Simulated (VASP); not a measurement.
# ZrC (Fm-3m) in VASP: a series of runs

ZrC is run at these levels: LDA; tasks: single point.

All numbers are computed with VASP 6.6.1; they aren't measurements. Logs are shortened: lines on timing, memory, paths and dates and some standing lists are left out, and cuts for length are marked.

## Step 1: The cell of the first run

Symmetry: Fm-3m, No. 225, cubic system. The conventional cell has a = 4.698 Å, b = 4.698 Å, c = 4.698 Å, α = 90.00°, β = 90.00°, γ = 90.00°. Within 3.1 Å of Zr (site symmetry m-3m) lie 6 C at 2.35 Å. C (site symmetry m-3m) has 6 Zr at 2.35 Å within 3.1 Å.

## Step 2: Single point, LDA

INCAR reads:

```
  PREC = Accurate
  ENCUT = 520
  EDIFF = 1E-7
  ISMEAR = -1
  SIGMA = 0.05
  LREAL = False
  LASPH = True
  NELM = 60
  ALGO = Normal
  ISIF = 2
  LWAVE = False
  LCHARG = False
  NBANDS = 15
```

KPOINTS reads:

```
Automatic mesh
0
Gamma
  10 10 10
```

POSCAR reads:

```
ZrC
1.0
    0.0000000000      2.3491270385      2.3491270385
    2.3491270385      0.0000000000      2.3491270385
    2.3491270385      2.3491270385      0.0000000000
Zr C
1 1
Direct
    0.5000000000      0.5000000000      0.5000000000
    0.0000000000      0.0000000000      0.0000000000
```

Potentials or basis: VASP PAW LDA potentials, release 64 (Zr_sv, C).

Launch:

```console
cat potpaw_LDA.64/Zr_sv/POTCAR potpaw_LDA.64/C/POTCAR > POTCAR
mpirun -np 1 vasp_std > vasp.out
```

OUTCAR:

```text
PREC = Accurate
   ENCUT = 520
   EDIFF = 1E-7
   ISMEAR = -1
   LREAL = False
   LASPH = True
   NELM = 60
   ISIF = 2

 ion  position               nearest neighbor table
   1  0.500  0.500  0.500-   2 2.35   2 2.35   2 2.35   2 2.35   2 2.35   2 2.35
   2  0.000  0.000  0.000-   1 2.35   1 2.35   1 2.35   1 2.35   1 2.35   1 2.35

  LATTYP: Found a face centered cubic cell.
 ALAT       =     4.6982540770

  Lattice vectors:

 A1 = (   0.0000000000,   2.3491270385,   2.3491270385)
 A2 = (   2.3491270385,   0.0000000000,   2.3491270385)
 A3 = (   2.3491270385,   2.3491270385,   0.0000000000)

Analysis of symmetry for initial positions (statically):
=====================================================================
 Subroutine PRICEL returns:
 Original cell was already a primitive cell.

 Routine SETGRP: Setting up the symmetry group for a
 face centered cubic supercell.

 Subroutine GETGRP returns: Found 48 space group operations
 (whereof 48 operations were pure point group operations)
 out of a pool of 48 trial point group operations.

The static configuration has the point symmetry O_h .

Analysis of symmetry for dynamics (positions and initial velocities):
=====================================================================
 Subroutine PRICEL returns:
 Original cell was already a primitive cell.

 Routine SETGRP: Setting up the symmetry group for a
 face centered cubic supercell.

 Subroutine GETGRP returns: Found 48 space group operations
 (whereof 48 operations were pure point group operations)
 out of a pool of 48 trial point group operations.

The dynamic configuration has the point symmetry O_h .

 Subroutine INISYM returns: Found 48 space group operations
 (whereof 48 operations are pure point group operations),
 and found     1 'primitive' translations

----------------------------------------------------------------------------------------

                                     Primitive cell

  volume of cell :      25.9268

  direct lattice vectors                    reciprocal lattice vectors
     0.000000000  2.349127038  2.349127038    -0.212845024  0.212845024  0.212845024
     2.349127038  0.000000000  2.349127038     0.212845024 -0.212845024  0.212845024
     2.349127038  2.349127038  0.000000000     0.212845024  0.212845024 -0.212845024

  length of vectors
     3.322167318  3.322167318  3.322167318     0.368658395  0.368658395  0.368658395

  position of ions in fractional coordinates (direct lattice)
     0.500000000  0.500000000  0.500000000
[... 83 lines left out ...]
   NFREE  =      0    steps in history (QN), initial steepest desc. (CG)
   ISIF   =      2    stress and relaxation
   ISYM   =      2    0-nonsym 1-usesym 2-fastsym
   POTIM  = 0.5000    time-step for ionic-motion
   TEBEG  =    0.0;   TEEND  =   0.0 temperature during run
   PSTRESS=    0.0 pullay stress
   NELECT =      16.0000    total number of electrons
   NUPDOWN=      -1.0000    fix difference up-down
   EMIN   =  10.00;   EMAX   =-10.00  energy-range for DOS
   EFERMI =   0.00;   METHOD = LEGACY
   ISMEAR =    -1;   SIGMA  =   0.05  broadening in eV -4-tet -1-fermi 0-gaus
   EFERMI_NEDOS =   21; number of points for ismear=-14 and -15
   IALGO  =     38    algorithm
   IMIX   =      4    mixing-type and parameters
     AMIX     =   0.40;   BMIX     =  1.00
     AMIX_MAG =   1.60;   BMIX_MAG =  1.00
  volume/ion in A,a.u.               =      12.96        87.48
  Fermi-wavevector in a.u.,A,eV,Ry     =   1.393793  2.633887 26.431485  1.942659
  Thomas-Fermi vector in A             =   2.517405
   LORBIT       =      0    0 simple, 1 ext, 2 COOP (PROOUT), +10 PAW based schemes
   GGA     = CA    functional components
   LHFCALC =     F    Hartree Fock is set to
   AEXX    =    0.0000 exact exchange contribution
   IVDW    =     0    specifies the selected vdW correction
   LEPSILON=     F    determine dielectric tensor
   LRPA    =     F    only Hartree local field effects (RPA)
 non-spin polarized calculation
  energy-cutoff  :      520.00
  volume of cell :       25.93
 maximum number of plane-waves:       725
 NGX is ok and might be reduce to    28
   NGX = 13   NGY = 13   NGZ = 13

 number of electron      16.0000000 magnetization

 Free energy of the ion-electron system (eV)
  ---------------------------------------------------
  ext. energy  EPLUGINS =         0.00000000
  ---------------------------------------------------
  free energy    TOTEN  =       -21.25611772 eV

  energy without entropy =      -21.25354128  energy(sigma->0) =      -21.25482950

 E-fermi :   9.4708     XC(G=0): -12.3652

 val. band max:        9.3888722667   @ k =   0.4000   0.4000   0.0000
 cond. band min:       9.5407439897   @ k =   0.5000   0.5000   0.0000
 fundamental gap:      0.1518717230
 Fermi energy:         9.4708361960

 k-point     1 :       0.0000    0.0000    0.0000
  band No.  band energies     occupation
      1     -38.3354      2.00000
      2     -16.1943      2.00000
      3     -16.1943      2.00000
      4     -16.1943      2.00000
      5      -1.6947      2.00000
      6      10.4048      0.00000
      7      10.4048      0.00000
      8      10.4048      0.00000
      9      10.4980      0.00000
     10      10.4980      0.00000
     11      10.4980      0.00000
     12      12.2621      0.00000
     13      12.2621      0.00000
     14      16.8700      0.00000
[... 401 lines left out ...]
      2     -16.8212      2.00000
      3     -16.4432      2.00000
      4     -16.4162      2.00000
      5      -0.1753      2.00000
      6       6.2998      2.00000
      7       7.7354      2.00000
      8       8.8386      1.99999
      9       9.6497      0.05439
     10      14.0100      0.00000
     11      14.9382      0.00000
     12      15.0591      0.00000
     13      17.3251      0.00000
     14      21.0745      0.00000
     15      22.4093      0.00000

 [... further k-points ...]
[... 5 lines left out ...]
  --------------------------------------------------------------------------------------
  -------------------------------------------------------------------------------------
  Total       -1.2581183     -1.2581183     -1.2581183      0.0000000      0.0000000     -0.0000000
  in kB      -77.7468073    -77.7468073    -77.7468073      0.0000000      0.0000000     -0.0000000
  external PRESSURE =     -77.7468073 kB  Pullay stress =       0.0000000 kB

 VOLUME and BASIS-vectors are now :
 -----------------------------------------------------------------------------
  energy-cutoff  :      520.00
  volume of cell :       25.93
      direct lattice vectors                 reciprocal lattice vectors
     0.000000000  2.349127038  2.349127038    -0.212845024  0.212845024  0.212845024
     2.349127038  0.000000000  2.349127038     0.212845024 -0.212845024  0.212845024
     2.349127038  2.349127038  0.000000000     0.212845024  0.212845024 -0.212845024

 POSITION                                       TOTAL-FORCE (eV/Angst)
 -----------------------------------------------------------------------------------
      2.34913      2.34913      2.34913        -0.000000     -0.000000     -0.000000
      0.00000      0.00000      0.00000         0.000000      0.000000      0.000000
 -----------------------------------------------------------------------------------
    total drift:                                0.000000      0.000000      0.000000

  FREE ENERGIE OF THE ION-ELECTRON SYSTEM (eV)
  ---------------------------------------------------
  free  energy   TOTEN  =       -21.2561177150 eV

  energy  without entropy=      -21.2535412756  energy(sigma->0) =      -21.25482950
```

stdout:

```text
POSCAR found type information on POSCAR ZrC
 POSCAR found :  2 types and       2 ions
 scaLAPACK will be used
 LDA part: xc-table for (Slater(with rela. corr.)+CA(PZ))
 , standard interpolation
 POSCAR, INCAR and KPOINTS ok, starting setup
 FFT: planning ... GRIDC
 FFT: planning ... GRID_SOFT
 FFT: planning ... GRID
 WAVECAR not read
 entering main loop
```

Run time: 60 s. Hardware: 1 thread of Intel Xeon 8259CL, shared host; peak memory 0.15 GiB.

What came out:

| Item | Value |
| --- | --- |
| Free energy | -21.2561 eV |
| Pressure | -7.8 GPa |
| Band gap on the k mesh | zero (band 8 reaches 10.40 eV, above the bottom of band 9 at 9.14 eV) |

Levels at points of the mesh, in eV from the Fermi level:
```tsv
k point	band 6	band 7	band 8	band 9	band 10	band 11
(0.00, 0.00, 0.00)	0.93	0.93	0.93	1.03	1.03	1.03
(0.50, 0.00, 0.00)	-5.32	-2.95	-2.95	4.46	4.46	5.29
(0.50, 0.50, 0.00)	-2.02	-1.82	0.07	0.07	4.45	5.63
```

## Step 3: Single point, LDA

This run uses another cell than the first one, of 13.23 Å³/atom, 1.020 times its volume.

INCAR reads:

```
ALGO = Normal
EDIFF = 1E-7
ENCUT = 520
GGA = CA
ISIF = 2
ISMEAR = -1
LASPH = True
LCHARG = False
LREAL = False
LWAVE = False
NBANDS = 15
NELM = 60
PREC = Accurate
SIGMA = 0.05
```

KPOINTS reads:

```
k-points
0
Gamma
  10 10 10
```

POSCAR reads:

```
ZrC
1.0
    0.0000000000      2.3650000000      2.3650000000
    2.3650000000      0.0000000000      2.3650000000
    2.3650000000      2.3650000000      0.0000000000
Zr C
1 1
Direct
    0.5000000000      0.5000000000      0.5000000000
    0.0000000000      0.0000000000      0.0000000000
```

Potentials or basis: VASP PAW LDA potentials, release 64 (Zr_sv, C).

Launch:

```console
cat potpaw_LDA.64/Zr_sv/POTCAR potpaw_LDA.64/C/POTCAR > POTCAR
mpirun -np 1 vasp_std > vasp.out
```

OUTCAR:

```text
EDIFF = 1E-7
   ENCUT = 520
   GGA = CA
   ISIF = 2
   ISMEAR = -1
   LASPH = True
   LREAL = False
   NELM = 60
   PREC = Accurate

 ion  position               nearest neighbor table
   1  0.500  0.500  0.500-   2 2.37   2 2.37   2 2.37   2 2.37   2 2.37   2 2.37
   2  0.000  0.000  0.000-   1 2.37   1 2.37   1 2.37   1 2.37   1 2.37   1 2.37

  LATTYP: Found a face centered cubic cell.
 ALAT       =     4.7300000000

  Lattice vectors:

 A1 = (   0.0000000000,   2.3650000000,   2.3650000000)
 A2 = (   2.3650000000,   0.0000000000,   2.3650000000)
 A3 = (   2.3650000000,   2.3650000000,   0.0000000000)

Analysis of symmetry for initial positions (statically):
=====================================================================
 Subroutine PRICEL returns:
 Original cell was already a primitive cell.

 Routine SETGRP: Setting up the symmetry group for a
 face centered cubic supercell.

 Subroutine GETGRP returns: Found 48 space group operations
 (whereof 48 operations were pure point group operations)
 out of a pool of 48 trial point group operations.

The static configuration has the point symmetry O_h .

Analysis of symmetry for dynamics (positions and initial velocities):
=====================================================================
 Subroutine PRICEL returns:
 Original cell was already a primitive cell.

 Routine SETGRP: Setting up the symmetry group for a
 face centered cubic supercell.

 Subroutine GETGRP returns: Found 48 space group operations
 (whereof 48 operations were pure point group operations)
 out of a pool of 48 trial point group operations.

The dynamic configuration has the point symmetry O_h .

 Subroutine INISYM returns: Found 48 space group operations
 (whereof 48 operations are pure point group operations),
 and found     1 'primitive' translations

[... 117 lines left out ...]
  Thomas-Fermi vector in A             =   2.508943
   LORBIT       =      0    0 simple, 1 ext, 2 COOP (PROOUT), +10 PAW based schemes
   GGA     = CA    functional components
   LHFCALC =     F    Hartree Fock is set to
   AEXX    =    0.0000 exact exchange contribution
   IVDW    =     0    specifies the selected vdW correction
   LEPSILON=     F    determine dielectric tensor
   LRPA    =     F    only Hartree local field effects (RPA)
 non-spin polarized calculation
  energy-cutoff  :      520.00
  volume of cell :       26.46
 maximum number of plane-waves:       728
 NGX is ok and might be reduce to    28
   NGX = 13   NGY = 13   NGZ = 13

 number of electron      16.0000000 magnetization

 Free energy of the ion-electron system (eV)
  ---------------------------------------------------
  ext. energy  EPLUGINS =         0.00000000
  ---------------------------------------------------
  free energy    TOTEN  =       -21.22378300 eV

  energy without entropy =      -21.22113348  energy(sigma->0) =      -21.22245824

 E-fermi :   9.2367     XC(G=0): -12.2673

 val. band max:        9.1610428140   @ k =   0.1000   0.0000   0.0000
 cond. band min:       9.2872374978   @ k =   0.5000   0.5000   0.0000
 fundamental gap:      0.1261946838
 Fermi energy:         9.2366969516

 k-point     1 :       0.0000    0.0000    0.0000
  band No.  band energies     occupation
      1     -38.6453      2.00000
      2     -16.5173      2.00000
      3     -16.5173      2.00000
      4     -16.5173      2.00000
      5      -1.8574      2.00000
      6      10.1663      0.00000
      7      10.1663      0.00000
      8      10.1663      0.00000
      9      10.2567      0.00000
     10      10.2567      0.00000
     11      10.2567      0.00000
     12      11.9701      0.00000
     13      11.9701      0.00000
     14      16.4059      0.00000
[... 401 lines left out ...]
      2     -17.1000      2.00000
      3     -16.7490      2.00000
      4     -16.7240      2.00000
      5      -0.3536      2.00000
      6       6.0871      2.00000
      7       7.5430      2.00000
      8       8.6081      1.99999
      9       9.4148      0.05522
     10      13.6678      0.00000
     11      14.5704      0.00000
     12      14.6916      0.00000
     13      16.8690      0.00000
     14      20.6048      0.00000
     15      21.9196      0.00000

 [... further k-points ...]
[... 5 lines left out ...]
  --------------------------------------------------------------------------------------
  -------------------------------------------------------------------------------------
  Total       -1.9690616     -1.9690616     -1.9690616      0.0000000      0.0000000     -0.0000000
  in kB     -119.2467262   -119.2467262   -119.2467262      0.0000000      0.0000000     -0.0000000
  external PRESSURE =    -119.2467262 kB  Pullay stress =       0.0000000 kB

 VOLUME and BASIS-vectors are now :
 -----------------------------------------------------------------------------
  energy-cutoff  :      520.00
  volume of cell :       26.46
      direct lattice vectors                 reciprocal lattice vectors
     0.000000000  2.365000000  2.365000000    -0.211416490  0.211416490  0.211416490
     2.365000000  0.000000000  2.365000000     0.211416490 -0.211416490  0.211416490
     2.365000000  2.365000000  0.000000000     0.211416490  0.211416490 -0.211416490

 POSITION                                       TOTAL-FORCE (eV/Angst)
 -----------------------------------------------------------------------------------
      2.36500      2.36500      2.36500         0.000000      0.000000      0.000000
      0.00000      0.00000      0.00000        -0.000000      0.000000     -0.000000
 -----------------------------------------------------------------------------------
    total drift:                                0.000000      0.000000      0.000000

  FREE ENERGIE OF THE ION-ELECTRON SYSTEM (eV)
  ---------------------------------------------------
  free  energy   TOTEN  =       -21.2237830006 eV

  energy  without entropy=      -21.2211334821  energy(sigma->0) =      -21.22245824
```

stdout:

```text
POSCAR found type information on POSCAR ZrC
 POSCAR found :  2 types and       2 ions
 scaLAPACK will be used
 LDA part: xc-table for (Slater(with rela. corr.)+CA(PZ))
 , standard interpolation
 POSCAR, INCAR and KPOINTS ok, starting setup
 FFT: planning ... GRIDC
 FFT: planning ... GRID_SOFT
 FFT: planning ... GRID
 WAVECAR not read
 entering main loop
```

Wall time 70 s (1 thread of Intel Xeon 8259CL, shared host); peak memory 0.15 GiB.

Results:

```yaml
Free_energy: -21.2238 eV
Pressure: -11.9 GPa
Band_gap_on_the_k_mesh: zero (band 8 reaches 10.17 eV, above the bottom of band 9 at 8.91 eV)
```

## Step 4: Single point, LDA

This run uses another cell than the first one, of 13.49 Å³/atom, 1.041 times its volume.

INCAR reads:

```
PREC = Accurate ; ENCUT = 520
EDIFF = 1E-6 ; ISMEAR = -1
SIGMA = 0.05 ; LREAL = False
LASPH = True ; NELM = 80
ALGO = Normal ; ISIF = 2
LWAVE = False ; LCHARG = False
NBANDS = 15
```

KPOINTS reads:

```
regular mesh
0
Gamma
  10 10 10
```

POSCAR reads:

```
ZrC
1.0
    0.0000000000      2.3806627081      2.3806627081
    2.3806627081      0.0000000000      2.3806627081
    2.3806627081      2.3806627081      0.0000000000
Zr C
1 1
Direct
    0.5000000000      0.5000000000      0.5000000000
    0.0000000000      0.0000000000      0.0000000000
```

Launch:

```console
cat potpaw_LDA.64/Zr_sv/POTCAR potpaw_LDA.64/C/POTCAR > POTCAR
mpirun -np 1 vasp_std > vasp.out
```

Run time: 77 s. Hardware: 1 thread of Intel Xeon 8259CL, shared host; peak memory 0.15 GiB.

Results (log left out):

```yaml
Free_energy: -21.1785 eV
Pressure: -15.7 GPa
Band_gap_on_the_k_mesh: zero (band 8 reaches 9.94 eV, above the bottom of band 9 at 8.68 eV)
```

Levels at points of the mesh, in eV from the Fermi level:
```
           k point  band 6  band 7  band 8  band 9  band 10  band 11
(0.00, 0.00, 0.00)    0.92    0.92    0.92    1.01     1.01     1.01
(0.50, 0.00, 0.00)   -5.16   -2.82   -2.82    4.24     4.24     5.04
(0.50, 0.50, 0.00)   -2.08   -1.70    0.03    0.03     4.24     5.34
```

## Step 5: Single point, LDA

This run uses another cell than the first one, of 13.76 Å³/atom, 1.061 times its volume.

INCAR reads:

```
PREC = Accurate
ENCUT = 520
EDIFF = 1E-6
ISMEAR = -1
SIGMA = 0.05
LREAL = F
LASPH = T
NELM = 80
ALGO = Normal
ISIF = 2
LWAVE = F
LCHARG = F
GGA = CA
NBANDS = 15
```

KPOINTS is that of step 4.

POSCAR reads:

```
ZrC
1.0
    0.0000000000      2.3961219900      2.3961219900
    2.3961219900      0.0000000000      2.3961219900
    2.3961219900      2.3961219900      0.0000000000
Zr C
1 1
Direct
    0.5000000000      0.5000000000      0.5000000000
    0.0000000000      0.0000000000      0.0000000000
```

Launch:

```console
cat potpaw_LDA.64/Zr_sv/POTCAR potpaw_LDA.64/C/POTCAR > POTCAR
mpirun -np 1 vasp_std > vasp.out
```

Wall time 67 s (1 thread of Intel Xeon 8259CL, shared host); peak memory 0.15 GiB.

Results (log left out):

- Free energy: -21.1214 eV
- Pressure: -19.0 GPa
- Band gap on the k mesh: zero (band 8 reaches 9.71 eV, above the bottom of band 9 at 8.46 eV)

Levels at points of the mesh, in eV from the Fermi level:
```
           k point  band 6  band 7  band 8  band 9  band 10  band 11
(0.00, 0.00, 0.00)    0.92    0.92    0.92    1.00     1.00     1.00
(0.50, 0.00, 0.00)   -5.09   -2.76   -2.76    4.14     4.14     4.92
(0.50, 0.50, 0.00)   -2.10   -1.64    0.02    0.02     4.14     5.21
```

## Step 6: Overview

| cell | gap on the mesh (eV) | pressure (GPa) |
| --- | --- | --- |
| a = 3.322 Å, angles 60.0°, 2 atoms | none | -7.8 |
| a = 3.345 Å, angles 60.0°, 2 atoms | none | -11.9 |
| a = 3.367 Å, angles 60.0°, 2 atoms | none | -15.7 |
| a = 3.389 Å, angles 60.0°, 2 atoms | none | -19.0 |

Alike in all rows: task single point; level LDA; potentials or basis VASP PAW LDA potentials, release 64 (Zr_sv, C); no spin polarisation; k mesh 10 × 10 × 10; cutoff (eV) 520; smearing fermi-dirac 0.05 eV.

Absolute energies hang on the potentials; compare differences alone.
